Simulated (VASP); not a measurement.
# Pb (Fm-3m) in VASP: notebook

The runs below take Pb through single point, with PBE.

Everything below comes from runs of VASP 6.6.1. Logs are shortened: lines on timing, memory, paths and dates and some standing lists are left out, and cuts for length are marked.

## Step 1: The cell of the first run

Symmetry: Fm-3m, No. 225, cubic system. The conventional cell has a = 4.940 Å, b = 4.940 Å, c = 4.940 Å, α = 90.00°, β = 90.00°, γ = 90.00°. Within 4.6 Å of Pb (site symmetry m-3m) lie 12 Pb at 3.49 Å.

## Step 2: Single point, PBE

INCAR

```
SYSTEM = Pb
PREC     = Accurate       ! precision mode
ENCUT    = 500            ! plane-wave cutoff, eV
EDIFF    = 1E-6           ! SCF threshold, eV
ISMEAR   = 0              ! smearing method
SIGMA    = 0.2            ! smearing width, eV
LREAL    = .FALSE.        ! projectors in reciprocal space
LASPH    = .TRUE.         ! aspherical terms in the spheres
NELM     = 120            ! most SCF steps
ALGO     = Normal         ! electronic algorithm
ISIF     = 2              ! what is computed and relaxed
LWAVE    = .FALSE.        ! write WAVECAR
LCHARG   = .FALSE.        ! write CHGCAR
GGA      = PE             ! functional
NBANDS   = 13             ! bands
GGA_COMPAT= .FALSE.
```

KPOINTS

```
Automatic mesh
0
G
  13 13 13
  0 0 0
```

POSCAR

```
Pb
1.0
    0.0000000000      2.4698000000      2.4698000000
    2.4698000000      0.0000000000      2.4698000000
    2.4698000000      2.4698000000      0.0000000000
Pb
1
Direct
    0.0000000000      0.0000000000      0.0000000000
```

Potentials or basis: VASP PAW PBE potentials, release 64 (Pb_d).

Run with:

```
> cat potpaw_PBE.64/Pb_d/POTCAR > POTCAR
> mpirun -np 1 vasp_std > vasp.out
```

OUTCAR:

```text
SYSTEM = Pb
   PREC = Accurate
   ENCUT = 500
   EDIFF = 1E-6
   ISMEAR = 0
   LREAL = .FALSE.
   LASPH = .TRUE.
   NELM = 120
   ISIF = 2
   GGA = PE

 ion  position               nearest neighbor table
   1  0.000  0.000  0.000-

  LATTYP: Found a face centered cubic cell.
 ALAT       =     4.9396000000

  Lattice vectors:

 A1 = (   0.0000000000,   2.4698000000,   2.4698000000)
 A2 = (   2.4698000000,   0.0000000000,   2.4698000000)
 A3 = (   2.4698000000,   2.4698000000,   0.0000000000)

Analysis of symmetry for initial positions (statically):
=====================================================================
 Subroutine PRICEL returns:
 Original cell was already a primitive cell.

 Routine SETGRP: Setting up the symmetry group for a
 face centered cubic supercell.

 Subroutine GETGRP returns: Found 48 space group operations
[... 9 lines left out ...]

 Routine SETGRP: Setting up the symmetry group for a
 face centered cubic supercell.

 Subroutine GETGRP returns: Found 48 space group operations
[... 11 lines left out ...]
                                     Primitive cell

  volume of cell :      30.1311

  direct lattice vectors                    reciprocal lattice vectors
     0.000000000  2.469800000  2.469800000    -0.202445542  0.202445542  0.202445542
     2.469800000  0.000000000  2.469800000     0.202445542 -0.202445542  0.202445542
     2.469800000  2.469800000  0.000000000     0.202445542  0.202445542 -0.202445542

  length of vectors
     3.492824656  3.492824656  3.492824656     0.350645965  0.350645965  0.350645965

  position of ions in fractional coordinates (direct lattice)
     0.000000000  0.000000000  0.000000000

  ion indices of the primitive-cell ions
   primitive index   ion index
                 1           1

----------------------------------------------------------------------------------------

 KPOINTS: Automatic mesh

Automatic generation of k-mesh.
 Grid dimensions read from file:
 generate k-points for:   13   13   13

 Generating k-lattice:

  Cartesian coordinates                     Fractional coordinates (reciprocal lattice)
    -0.015572734  0.015572734  0.015572734     0.076923077  0.000000000  0.000000000
     0.015572734 -0.015572734  0.015572734     0.000000000  0.076923077  0.000000000
     0.015572734  0.015572734 -0.015572734     0.000000000  0.000000000  0.076923077

  Length of vectors
     0.026972767  0.026972767  0.026972767

  Shift w.r.t. Gamma in fractional coordinates (k-lattice)
     0.000000000  0.000000000  0.000000000

 Subroutine IBZKPT returns following result:
 ===========================================

 Found     84 irreducible k-points:

 Following reciprocal coordinates:
            Coordinates               Weight
  0.000000  0.000000  0.000000      1.000000
  0.076923  0.000000  0.000000      8.000000
  0.153846  0.000000  0.000000      8.000000
  0.230769  0.000000  0.000000      8.000000
  0.307692  0.000000  0.000000      8.000000
  0.384615  0.000000  0.000000      8.000000
[... 16 lines left out ...]
  0.384615  0.153846  0.000000     24.000000
  0.461538  0.153846  0.000000     24.000000
 [... further k-points ...]
   k-points           NKPTS =     84   k-points in BZ     NKDIM =     84   number of bands    NBANDS=     13
   number of dos      NEDOS =    301   number of ions     NIONS =      1
   total plane-waves  NPLWV =  21952
   dimension x,y,z NGX =    28 NGY =   28 NGZ =   28
   dimension x,y,z NGXF=    56 NGYF=   56 NGZF=   56
   ions per type =               1
   NGX,Y,Z   is equivalent  to a cutoff of  13.33, 13.33, 13.33 a.u.
   NGXF,Y,Z  is equivalent  to a cutoff of  26.65, 26.65, 26.65 a.u.
 SYSTEM =  Pb
   PREC   = accura    normal or accurate (medium, high low for compatibility)
   ISTART =      0    job   : 0-new  1-cont  2-samecut
   ICHARG =      2    charge: 1-file 2-atom 10-const
   ISPIN  =      1    spin polarized calculation?
   LNONCOLLINEAR =      F non collinear calculations
   LSORBIT =      F    spin-orbit coupling
   LASPH  =      T    aspherical Exc in radial PAW
   ENCUT  =  500.0 eV  36.75 Ry    6.06 a.u.   6.37  6.37  6.37*2*pi/ulx,y,z
   NELM   =    120;   NELMIN=  2; NELMDL= -5     # of ELM steps
   EDIFF  = 0.1E-05   stopping-criterion for ELM
   LREAL  =      F    real-space projection
   EDIFFG = 0.1E-04   stopping-criterion for IOM
   NSW    =      0    number of steps for IOM
   IBRION =     -1    ionic relax: 0-MD 1-quasi-New 2-CG
   NFREE  =      0    steps in history (QN), initial steepest desc. (CG)
   ISIF   =      2    stress and relaxation
   ISYM   =      2    0-nonsym 1-usesym 2-fastsym
   POTIM  = 0.5000    time-step for ionic-motion
   TEBEG  =    0.0;   TEEND  =   0.0 temperature during run
   PSTRESS=    0.0 pullay stress
   NELECT =      14.0000    total number of electrons
   NUPDOWN=      -1.0000    fix difference up-down
   EMIN   =  10.00;   EMAX   =-10.00  energy-range for DOS
   EFERMI =   0.00;   METHOD = LEGACY
   ISMEAR =     0;   SIGMA  =   0.20  broadening in eV -4-tet -1-fermi 0-gaus
   EFERMI_NEDOS =   21; number of points for ismear=-14 and -15
   IALGO  =     38    algorithm
   IMIX   =      4    mixing-type and parameters
     AMIX     =   0.40;   BMIX     =  1.00
     AMIX_MAG =   1.60;   BMIX_MAG =  1.00
  volume/ion in A,a.u.               =      30.13       203.33
  Fermi-wavevector in a.u.,A,eV,Ry     =   1.267980  2.396135 21.875082  1.607773
  Thomas-Fermi vector in A             =   2.401099
   LORBIT       =      0    0 simple, 1 ext, 2 COOP (PROOUT), +10 PAW based schemes
   GGA     = PE    functional components
   LHFCALC =     F    Hartree Fock is set to
   AEXX    =    0.0000 exact exchange contribution
   IVDW    =     0    specifies the selected vdW correction
   LEPSILON=     F    determine dielectric tensor
   LRPA    =     F    only Hartree local field effects (RPA)
 non-spin polarized calculation
 Gauss-broadening in eV      SIGMA  =   0.20
  energy-cutoff  :      500.00
  volume of cell :       30.13
 maximum number of plane-waves:       781
 NGX is ok and might be reduce to    28
   NGX = 13   NGY = 13   NGZ = 13

 number of electron      13.9999999 magnetization

 Free energy of the ion-electron system (eV)
  ---------------------------------------------------
  ext. energy  EPLUGINS =         0.00000000
  ---------------------------------------------------
  free energy    TOTEN  =        -3.55257938 eV

  energy without entropy =       -3.54123787  energy(sigma->0) =       -3.54690862

 E-fermi :   7.4340     XC(G=0): -10.2151

 val. band max:        7.4079958438   @ k =  -0.2308   0.1538   0.0000
 cond. band min:       7.4853563608   @ k =   0.3846   0.2308   0.0769
 fundamental gap:      0.0773605170
 Fermi energy:         7.4339947495

 k-point     1 :       0.0000    0.0000    0.0000
  band No.  band energies     occupation
      1      -9.7233      2.00000
      2      -9.7233      2.00000
      3      -9.7233      2.00000
      4      -9.5809      2.00000
      5      -9.5809      2.00000
      6      -4.4439      2.00000
      7      14.8221      0.00000
      8      14.8221      0.00000
      9      14.8221      0.00000
     10      17.1203      0.00000
     11      18.7754      0.00000
     12      19.8847      0.00000
     13      19.8847      0.00000

 k-point     2 :       0.0769    0.0000    0.0000
  band No.  band energies     occupation
      1      -9.7236      2.00000
      2      -9.7146      2.00000
      3      -9.7146      2.00000
      4      -9.5815      2.00000
      5      -9.5815      2.00000
      6      -4.3292      2.00000
      7      13.4656      0.00000
      8      14.6784      0.00000
      9      14.6784      0.00000
     10      16.8744      0.00000
     11      19.3549      0.00000
     12      20.1404      0.00000
     13      20.1404      0.00000

 k-point     3 :       0.1538    0.0000    0.0000
  band No.  band energies     occupation
      1      -9.7253      2.00000
      2      -9.6961      2.00000
      3      -9.6961      2.00000
      4      -9.5775      2.00000
      5      -9.5775      2.00000
      6      -3.9847      2.00000
      7      11.0879      0.00000
      8      14.3214      0.00000
      9      14.3214      0.00000
     10      16.5866      0.00000
     11      20.0974      0.00000
     12      20.5167      0.00000
     13      20.6218      0.00000

 k-point     4 :       0.2308    0.0000    0.0000
  band No.  band energies     occupation
      1      -9.7303      2.00000
      2      -9.6868      2.00000
      3      -9.6868      2.00000
      4      -9.5542      2.00000
      5      -9.5542      2.00000
      6      -3.4132      2.00000
      7       8.6921      0.00000
      8      13.8853      0.00000
      9      13.8853      0.00000
     10      16.3891      0.00000
     11      19.1300      0.00000
     12      19.9247      0.00000
     13      19.9247      0.00000

 k-point     5 :       0.3077    0.0000    0.0000
  band No.  band energies     occupation
      1      -9.7385      2.00000
      2      -9.6931      2.00000
      3      -9.6931      2.00000
      4      -9.5125      2.00000
      5      -9.5125      2.00000
      6      -2.6333      2.00000
      7       6.4874      2.00000
      8      13.4747      0.00000
      9      13.4747      0.00000
     10      16.3114      0.00000
     11      18.2095      0.00000
     12      19.2790      0.00000
     13      19.2790      0.00000
[... 257 lines left out ...]
 k-point    22 :       0.3077    0.1538    0.0000
  band No.  band energies     occupation
      1      -9.7696      2.00000
      2      -9.6693      2.00000
      3      -9.6293      2.00000
      4      -9.5842      2.00000
      5      -9.4984      2.00000
      6      -2.7746      2.00000
      7       8.1185      0.00000
      8      11.8970      0.00000
      9      11.9979      0.00000
     10      15.5341      0.00000
     11      17.4874      0.00000
     12      21.3242      0.00000
     13      21.8969      0.00000

 k-point    23 :       0.3846    0.1538    0.0000
  band No.  band energies     occupation
      1      -9.7642      2.00000
      2      -9.6822      2.00000
      3      -9.6381      2.00000
      4      -9.5520      2.00000
      5      -9.4614      2.00000
      6      -1.9520      2.00000
      7       6.1181      2.00000
      8      11.2798      0.00000
      9      11.6962      0.00000
     10      15.1683      0.00000
     11      18.9414      0.00000
     12      20.7008      0.00000
     13      21.1514      0.00000

 k-point    24 :       0.4615    0.1538    0.0000
  band No.  band energies     occupation
      1      -9.7578      2.00000
      2      -9.6882      2.00000
      3      -9.6498      2.00000
      4      -9.5222      2.00000
      5      -9.4412      2.00000
      6      -1.0609      2.00000
      7       4.4768      2.00000
      8      10.6190      0.00000
      9      11.7298      0.00000
     10      15.0519      0.00000
     11      19.6115      0.00000
     12      20.5317      0.00000
     13      21.1396      0.00000

 [... further k-points ...]
[... 5 lines left out ...]
  --------------------------------------------------------------------------------------
  -------------------------------------------------------------------------------------
  Total        0.5076327      0.5076327      0.5076327      0.0000000      0.0000000     -0.0000000
  in kB       26.9926045     26.9926045     26.9926045      0.0000000      0.0000000     -0.0000000
  external PRESSURE =      26.9926045 kB  Pullay stress =       0.0000000 kB

 VOLUME and BASIS-vectors are now :
 -----------------------------------------------------------------------------
  energy-cutoff  :      500.00
  volume of cell :       30.13
      direct lattice vectors                 reciprocal lattice vectors
     0.000000000  2.469800000  2.469800000    -0.202445542  0.202445542  0.202445542
     2.469800000  0.000000000  2.469800000     0.202445542 -0.202445542  0.202445542
     2.469800000  2.469800000  0.000000000     0.202445542  0.202445542 -0.202445542

 POSITION                                       TOTAL-FORCE (eV/Angst)
 -----------------------------------------------------------------------------------
      0.00000      0.00000      0.00000         0.000000      0.000000     -0.000000
 -----------------------------------------------------------------------------------
    total drift:                               -0.000000     -0.000000      0.000000

  FREE ENERGIE OF THE ION-ELECTRON SYSTEM (eV)
  ---------------------------------------------------
  free  energy   TOTEN  =        -3.5525793818 eV

  energy  without entropy=       -3.5412378668  energy(sigma->0) =       -3.54690862
```

Run time: 45 s. Hardware: 1 thread of AMD EPYC 7R13, shared host; peak memory 0.14 GiB.

What came out:

| Quantity | Value |
| --- | --- |
| Free energy | -3.5526 eV |
| Pressure | 2.7 GPa |
| Band gap on the k mesh | zero (band 7 reaches 14.82 eV, above the bottom of band 8 at 5.67 eV) |

Levels at points of the mesh, in eV from the Fermi level:
| k point | band 3 | band 4 | band 5 | band 6 | band 7 | band 8 | band 9 | band 10 | band 11 | band 12 |
| --- | --- | --- | --- | --- | --- | --- | --- | --- | --- | --- |
| (0.00, 0.00, 0.00) | -17.16 | -17.01 | -17.01 | -11.88 | 7.39 | 7.39 | 7.39 | 9.69 | 11.34 | 12.45 |

Caveat: spin-orbit coupling is left out, which moves the levels of the heavy elements.

## Step 3: Single point, PBE

INCAR

```
SYSTEM = Pb
PREC = Accurate
ENCUT = 500
EDIFF = 1E-6
ISMEAR = -1
SIGMA = 0.28
LREAL = .FALSE.
LASPH = .TRUE.
NELM = 120
ALGO = Normal
ISIF = 2
LWAVE = .FALSE.
LCHARG = .TRUE.
GGA = PE
LELF = .TRUE.
LVHAR = .TRUE.
NBANDS = 13
GGA_COMPAT = .FALSE.
```

KPOINTS

```
regular mesh
0
G
  13 13 13
  0 0 0
```

POSCAR is that of step 2.

Potentials or basis: VASP PAW PBE potentials, release 64 (Pb_d).

Run with:

```
> cat potpaw_PBE.64/Pb_d/POTCAR > POTCAR
> mpirun -np 1 vasp_std > vasp.out
```

It took 53 s on 1 thread of AMD EPYC 7R13, shared host; peak memory 0.14 GiB.

Results (log left out):

```yaml
Free_energy: -3.6147 eV
Pressure: 3.0 GPa
Band_gap_on_the_k_mesh: zero (band 7 reaches 14.82 eV, above the bottom of band 8 at 5.67 eV)
```

Levels at points of the mesh, in eV from the Fermi level:
| k point | band 3 | band 4 | band 5 | band 6 | band 7 | band 8 | band 9 | band 10 | band 11 | band 12 |
| --- | --- | --- | --- | --- | --- | --- | --- | --- | --- | --- |
| (0.00, 0.00, 0.00) | -17.11 | -16.97 | -16.97 | -11.84 | 7.43 | 7.43 | 7.43 | 9.73 | 11.38 | 12.49 |

Caveat: spin-orbit coupling is left out, which moves the levels of the heavy elements.

## Step 4: Single point, PBE

INCAR

```
SYSTEM = Pb
PREC = Accurate ; ENCUT = 500
EDIFF = 1E-6 ; ISMEAR = -1
SIGMA = 0.15 ; LREAL = .False.
LASPH = .True. ; NELM = 120
ALGO = Normal ; ISIF = 2
LWAVE = .False. ; LCHARG = .True.
GGA = PE ; LELF = .True.
LVHAR = .True. ; NBANDS = 13
GGA_COMPAT = .False.
```

KPOINTS

```
regular mesh
0
Gamma
  13 13 13
  0 0 0
```

POSCAR is that of step 3.

Run with:

```
> cat potpaw_PBE.64/Pb_d/POTCAR > POTCAR
> mpirun -np 1 vasp_std > vasp.out
```

It took 44 s on 1 thread of AMD EPYC 7R13, shared host; peak memory 0.14 GiB.

The run converged. Its results:

| Property | Result |
| --- | --- |
| Free energy | -3.5668 eV |
| Pressure | 2.8 GPa |
| Band gap on the k mesh | zero (band 7 reaches 14.82 eV, above the bottom of band 8 at 5.67 eV) |

Levels at points of the mesh, in eV from the Fermi level:
| k point | band 5 | band 6 | band 7 | band 8 | band 9 | band 10 |
| --- | --- | --- | --- | --- | --- | --- |
| (0.00, 0.00, 0.00) | -17.00 | -11.86 | 7.40 | 7.40 | 7.40 | 9.70 |

Caveat: spin-orbit coupling is left out, which moves the levels of the heavy elements.

## Step 5: The runs side by side

```tsv
smearing	gap on the mesh (eV)	pressure (GPa)
gaussian 0.2 eV	none	2.7
fermi-dirac 0.28 eV	none	3.0
fermi-dirac 0.15 eV	none	2.8
```

Alike in all rows: task single point; level PBE; potentials or basis VASP PAW PBE potentials, release 64 (Pb_d); no spin polarisation; cell as given; k mesh 13 × 13 × 13; cutoff (eV) 500.

Every run on the cell as given and a fine mesh finds a metal.

Caveats: spin-orbit coupling is left out, which moves the levels of the heavy elements.

Absolute energies hang on the potentials; compare differences alone.
